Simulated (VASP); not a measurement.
# Si (a cell with a defect) in VASP: relaxation of the atoms with PBE

Aim: the relaxation of the atoms of Si (a cell with a defect) with PBE.

Everything below comes from runs of VASP 6.6.1. Logs are shortened: lines on timing, memory, paths and dates and some standing lists are left out, and cuts for length are marked.

### Step 1. The cell of the first run

The cell holds a defect, 17 atoms: a = 7.679 Å, b = 7.679 Å, c = 7.679 Å, α = 60.00°, β = 60.00°, γ = 60.00°.

### Step 2. Relaxation of the atoms, PBE

Contents of INCAR:

```
PREC = Accurate
ENCUT = 520
EDIFF = 1E-7
ISMEAR = 0
SIGMA = 0.05
LREAL = Auto
LASPH = True
NELM = 60
ALGO = Normal
ISIF = 2
LWAVE = False
LCHARG = False
GGA = PE
IBRION = 2
NSW = 80
EDIFFG = -0.03
```

Contents of KPOINTS:

```
regular mesh
0
Gamma
  2 2 2
```

Contents of POSCAR:

```
Si
1.0
    0.0000000000      5.4300000000      5.4300000000
    5.4300000000      0.0000000000      5.4300000000
    5.4300000000      5.4300000000      0.0000000000
Si
17
Direct
    0.0000000000      0.0000000000      0.0000000000
    0.1250000000      0.1250000000      0.1250000000
    0.0000000000      0.0000000000      0.5000000000
    0.1250000000      0.1250000000      0.6250000000
    0.0000000000      0.5000000000      0.0000000000
    0.1250000000      0.6250000000      0.1250000000
    0.0000000000      0.5000000000      0.5000000000
    0.1250000000      0.6250000000      0.6250000000
    0.5000000000      0.0000000000      0.0000000000
    0.6250000000      0.1250000000      0.1250000000
    0.5000000000      0.0000000000      0.5000000000
    0.6250000000      0.1250000000      0.6250000000
    0.5000000000      0.5000000000      0.0000000000
    0.6250000000      0.6250000000      0.1250000000
    0.5000000000      0.5000000000      0.5000000000
    0.6250000000      0.6250000000      0.6250000000
    0.7420121000      0.7535836000      0.7551489000
```

Potentials or basis: VASP PAW PBE potentials, release 64 (Si).

The run is started by

```bash
cat potpaw_PBE.64/Si/POTCAR > POTCAR
mpirun -np 1 vasp_std > vasp.out
```

OUTCAR:

```text
PREC = Accurate
   ENCUT = 520
   EDIFF = 1E-7
   ISMEAR = 0
   LREAL = Auto
   LASPH = True
   NELM = 60
   ISIF = 2
   GGA = PE
   IBRION = 2
   NSW = 80
   EDIFFG = -0.03

 ion  position               nearest neighbor table
   1  0.000  0.000  0.000-   2 2.35   4 2.35   6 2.35  10 2.35
   2  0.125  0.125  0.125-   1 2.35   3 2.35   5 2.35   9 2.35
   3  0.000  0.000  0.500-   2 2.35   4 2.35   8 2.35  12 2.35  17 2.74
   4  0.125  0.125  0.625-   1 2.35   3 2.35   7 2.35  11 2.35
   5  0.000  0.500  0.000-   2 2.35   6 2.35   8 2.35  14 2.35  17 2.73
   6  0.125  0.625  0.125-   1 2.35   5 2.35   7 2.35  13 2.35
   7  0.000  0.500  0.500-   4 2.35   6 2.35   8 2.35  16 2.35  17 2.76
   8  0.125  0.625  0.625-   3 2.35   5 2.35   7 2.35  15 2.35  17 2.40
   9  0.500  0.000  0.000-   2 2.35  10 2.35  12 2.35  14 2.35  17 2.67
  10  0.625  0.125  0.125-   1 2.35   9 2.35  11 2.35  13 2.35
  11  0.500  0.000  0.500-   4 2.35  10 2.35  12 2.35  16 2.35  17 2.70
  12  0.625  0.125  0.625-  17 2.33   9 2.35  11 2.35  15 2.35   3 2.35
  13  0.500  0.500  0.000-   6 2.35  10 2.35  14 2.35  16 2.35  17 2.69
  14  0.625  0.625  0.125-  17 2.32   9 2.35  13 2.35  15 2.35   5 2.35
  15  0.500  0.500  0.500-   8 2.35  12 2.35  14 2.35  16 2.35
  16  0.625  0.625  0.625-   7 2.35  11 2.35  13 2.35  15 2.35  17 2.36
  17  0.742  0.754  0.755-  14 2.32  12 2.33  16 2.36   8 2.40   9 2.67  13 2.69  11 2.70   5 2.73
                             3 2.74   7 2.76

  LATTYP: Found a face centered cubic cell.
 ALAT       =    10.8600000000

  Lattice vectors:

 A1 = (   0.0000000000,   5.4300000000,   5.4300000000)
 A2 = (   5.4300000000,   0.0000000000,   5.4300000000)
 A3 = (   5.4300000000,   5.4300000000,   0.0000000000)

Analysis of symmetry for initial positions (statically):
=====================================================================
 Subroutine PRICEL returns:
 Original cell was already a primitive cell.

 Routine SETGRP: Setting up the symmetry group for a
 face centered cubic supercell.

 Subroutine GETGRP returns: Found  1 space group operations
 (whereof  1 operations were pure point group operations)
 out of a pool of 48 trial point group operations.

The static configuration has the point symmetry C_1 .

Analysis of symmetry for dynamics (positions and initial velocities):
=====================================================================
 Subroutine PRICEL returns:
 Original cell was already a primitive cell.

 Routine SETGRP: Setting up the symmetry group for a
 face centered cubic supercell.

 Subroutine GETGRP returns: Found  1 space group operations
 (whereof  1 operations were pure point group operations)
 out of a pool of 48 trial point group operations.

The dynamic configuration has the point symmetry C_1 .
[... 105 lines left out ...]
   ICHARG =      2    charge: 1-file 2-atom 10-const
   ISPIN  =      1    spin polarized calculation?
   LNONCOLLINEAR =      F non collinear calculations
   LSORBIT =      F    spin-orbit coupling
   LASPH  =      T    aspherical Exc in radial PAW
   ENCUT  =  520.0 eV  38.22 Ry    6.18 a.u.  14.28 14.28 14.28*2*pi/ulx,y,z
   NELM   =     60;   NELMIN=  2; NELMDL= -5     # of ELM steps
   EDIFF  = 0.1E-06   stopping-criterion for ELM
   LREAL  =      T    real-space projection
   EDIFFG = -.3E-01   stopping-criterion for IOM
   NSW    =     80    number of steps for IOM
   IBRION =      2    ionic relax: 0-MD 1-quasi-New 2-CG
   NFREE  =      1    steps in history (QN), initial steepest desc. (CG)
   ISIF   =      2    stress and relaxation
   ISYM   =      2    0-nonsym 1-usesym 2-fastsym
   POTIM  = 0.5000    time-step for ionic-motion
   TEBEG  =    0.0;   TEEND  =   0.0 temperature during run
   PSTRESS=    0.0 pullay stress
   NELECT =      68.0000    total number of electrons
   NUPDOWN=      -1.0000    fix difference up-down
   EMIN   =  10.00;   EMAX   =-10.00  energy-range for DOS
   EFERMI =   0.00;   METHOD = LEGACY
   ISMEAR =     0;   SIGMA  =   0.05  broadening in eV -4-tet -1-fermi 0-gaus
   EFERMI_NEDOS =   21; number of points for ismear=-14 and -15
   IALGO  =     38    algorithm
   IMIX   =      4    mixing-type and parameters
     AMIX     =   0.40;   BMIX     =  1.00
     AMIX_MAG =   1.60;   BMIX_MAG =  1.00
  volume/ion in A,a.u.               =      18.84       127.11
  Fermi-wavevector in a.u.,A,eV,Ry     =   0.976715  1.845724 12.979587  0.953973
  Thomas-Fermi vector in A             =   2.107356
   LORBIT       =      0    0 simple, 1 ext, 2 COOP (PROOUT), +10 PAW based schemes
   GGA     = PE    functional components
   LHFCALC =     F    Hartree Fock is set to
   AEXX    =    0.0000 exact exchange contribution
   IVDW    =     0    specifies the selected vdW correction
   LEPSILON=     F    determine dielectric tensor
   LRPA    =     F    only Hartree local field effects (RPA)
 conjugate gradient relaxation of ions
 non-spin polarized calculation
 Gauss-broadening in eV      SIGMA  =   0.05
  energy-cutoff  :      520.00
  volume of cell :      320.21
 maximum number of plane-waves:      8646
 NGX is ok and might be reduce to    60
   NGX = 29   NGY = 29   NGZ = 29

--------------------------------------- Ionic step        1  -------------------------------------------

 number of electron      68.0000003 magnetization

 Free energy of the ion-electron system (eV)
  ---------------------------------------------------
  ext. energy  EPLUGINS =         0.00000000
  ---------------------------------------------------
  free energy    TOTEN  =       -87.86321853 eV

  energy without entropy =      -87.85357978  energy(sigma->0) =      -87.85839915

------------------------ aborting loop because EDIFF is reached ----------------------------------------

  FORCE on cell =-STRESS in cart. coord.  units (eV):
  Direction    XX          YY          ZZ          XY          YZ          ZX
  --------------------------------------------------------------------------------------
  -------------------------------------------------------------------------------------
  Total       11.6752638     11.6566655     11.6601064      0.2943396     -0.6007647      0.1785589
  in kB       58.4181500     58.3250920     58.3423090      1.4727525     -3.0059760      0.8934340
  external PRESSURE =      58.3618504 kB  Pullay stress =       0.0000000 kB
[... 293 lines left out ...]
--------------------------------------- Ionic step        7  -------------------------------------------

 number of electron      68.0000001 magnetization

 Free energy of the ion-electron system (eV)
  ---------------------------------------------------
  ext. energy  EPLUGINS =         0.00000000
  ---------------------------------------------------
  free energy    TOTEN  =       -87.99558932 eV

  energy without entropy =      -87.98564084  energy(sigma->0) =      -87.99061508

 E-fermi :   6.9104     XC(G=0):  -9.6743

 val. band max:        6.6807459470   @ k =   0.0000   0.0000   0.0000
 cond. band min:       6.9260677182   @ k =   0.5000   0.0000   0.5000
 fundamental gap:      0.2453217712
 Fermi energy:         6.9104071419

 k-point     1 :       0.0000    0.0000    0.0000
  band No.  band energies     occupation
      1      -6.3189      2.00000
      2      -3.7750      2.00000
      3      -3.6287      2.00000
      4      -3.6282      2.00000
      5      -3.6267      2.00000
      6      -2.8053      2.00000
[... 401 lines left out ...]
  FREE ENERGIE OF THE ION-ELECTRON SYSTEM (eV)
  ---------------------------------------------------
  free  energy   TOTEN  =       -87.9955893249 eV

  energy  without entropy=      -87.9856408403  energy(sigma->0) =      -87.99061508

 reached required accuracy - stopping structural energy minimisation
```

CONTCAR:

```text
Si
   1.00000000000000
     0.0000000000000000    5.4299999999999997    5.4299999999999997
     5.4299999999999997    0.0000000000000000    5.4299999999999997
     5.4299999999999997    5.4299999999999997    0.0000000000000000
  Si
    17
Direct
     0.0000942475261218    0.9999609867609903    0.9999481606433209
     0.1243730756392521    0.1246157439126805    0.1246349809986282
     0.0028329563253763    0.0031452109858837    0.4970359917551016
     0.1244514144611660    0.1246861229446157    0.6262568528912588
     0.0028212265563758    0.4970059174667023    0.0032154513626166
     0.1244356394610278    0.6262885558603721    0.1246896007709529
[... 9 lines left out ...]
     0.6230311222063303    0.6229028743131030    0.6228907476643943
     0.7473750349308393    0.7511626207301562    0.7516445206238045

  0.00000000E+00  0.00000000E+00  0.00000000E+00
  0.00000000E+00  0.00000000E+00  0.00000000E+00
  0.00000000E+00  0.00000000E+00  0.00000000E+00
  0.00000000E+00  0.00000000E+00  0.00000000E+00
  0.00000000E+00  0.00000000E+00  0.00000000E+00
  0.00000000E+00  0.00000000E+00  0.00000000E+00
[... 9 lines left out ...]
  0.00000000E+00  0.00000000E+00  0.00000000E+00
  0.00000000E+00  0.00000000E+00  0.00000000E+00
```

Wall time 13 min (1 thread of Oxide Virtual Turin-like, shared host); peak memory 0.49 GiB.

Results:

```
Free energy                  : -87.9956 eV
Energy gained by relaxing    : 7.8 meV/atom
Ionic steps                  : 7
Pressure after relaxing      : 5.3 GPa
Largest force after relaxing : 0.023 eV/Å
Band gap on the k mesh       : zero (bands 34 and 35 overlap by 0.25 eV)
```

Forces in eV/Å, atoms in the order of the input:
```
Si  -0.003  0.000  0.001
Si  -0.002  0.005  0.004
Si   0.009 -0.013 -0.005
Si  -0.001  0.005 -0.001
Si   0.011 -0.007 -0.013
Si  -0.002  0.001  0.004
Si   0.005 -0.008 -0.006
Si  -0.010  0.016  0.013
Si  -0.009  0.003  0.000
Si   0.004 -0.006 -0.006
Si   0.000  0.008  0.007
Si   0.010 -0.004 -0.005
Si   0.002  0.009  0.008
Si   0.007 -0.007 -0.002
Si  -0.005  0.003  0.003
Si   0.002 -0.012 -0.014
Si  -0.018  0.008  0.009
```

Step by step:
| step | energy change (eV) | largest force (eV/Å) | pressure (GPa) |
| --- | --- | --- | --- |
| 1 | 0.0000 | 1.0782 | 5.84 |
| 2 | -0.1279 | 0.1442 | 5.35 |
| 3 | -0.1284 | 0.1494 | 5.33 |
| 4 | -0.1315 | 0.0808 | 5.33 |
| 5 | -0.1316 | 0.0869 | 5.33 |
| 6 | -0.1323 | 0.0374 | 5.34 |
| 7 | -0.1324 | 0.0232 | 5.34 |

Final structure:
```yaml
crystal:
  lattice:
    - [0.00000, 5.43000, 5.43000]
    - [5.43000, 0.00000, 5.43000]
    - [5.43000, 5.43000, 0.00000]
  atoms:
    - { symbol: Si, position: [0.00009, 0.99996, 0.99995] }
    - { symbol: Si, position: [0.12437, 0.12462, 0.12463] }
    - { symbol: Si, position: [0.00283, 0.00315, 0.49704] }
    - { symbol: Si, position: [0.12445, 0.12469, 0.62626] }
    - { symbol: Si, position: [0.00282, 0.49701, 0.00322] }
    - { symbol: Si, position: [0.12444, 0.62629, 0.12469] }
    - { symbol: Si, position: [0.00285, 0.49705, 0.49707] }
    - { symbol: Si, position: [0.12942, 0.62353, 0.62352] }
    - { symbol: Si, position: [0.49681, 0.00314, 0.00318] }
    - { symbol: Si, position: [0.62654, 0.12450, 0.12453] }
    - { symbol: Si, position: [0.49685, 0.00315, 0.49697] }
    - { symbol: Si, position: [0.62268, 0.13220, 0.62253] }
    - { symbol: Si, position: [0.49685, 0.49695, 0.00320] }
    - { symbol: Si, position: [0.62254, 0.62242, 0.13260] }
    - { symbol: Si, position: [0.49804, 0.50087, 0.50125] }
    - { symbol: Si, position: [0.62303, 0.62290, 0.62289] }
    - { symbol: Si, position: [0.74738, 0.75116, 0.75164] }
```

Levels at points of the mesh, in eV from the Fermi level:
```
           k point  band 31  band 32  band 33  band 34  band 35  band 36  band 37  band 38
(0.00, 0.00, 0.00)    -0.82    -0.82    -0.82    -0.25    -0.23    -0.23     0.09     0.09
(0.50, 0.00, 0.00)    -1.57    -1.43    -1.43    -0.34     0.53     0.54     0.90     0.90
(0.00, 0.50, 0.00)    -1.57    -1.43    -1.43    -0.34     0.53     0.55     0.90     0.90
(0.00, 0.00, 0.50)    -1.57    -1.43    -1.43    -0.34     0.53     0.55     0.89     0.90
(0.50, 0.50, 0.50)    -1.57    -1.43    -1.43    -0.34     0.53     0.55     0.90     0.90
(0.50, 0.50, 0.00)    -2.02    -1.89    -0.99     0.02     0.71     1.02     1.03     1.15
(0.00, 0.50, 0.50)    -2.02    -1.89    -0.99     0.02     0.72     1.02     1.03     1.15
(0.50, 0.00, 0.50)    -2.02    -1.89    -0.99     0.02     0.71     1.02     1.03     1.15
```

Caveat: the k points lie up to 0.50 Å⁻¹ apart.
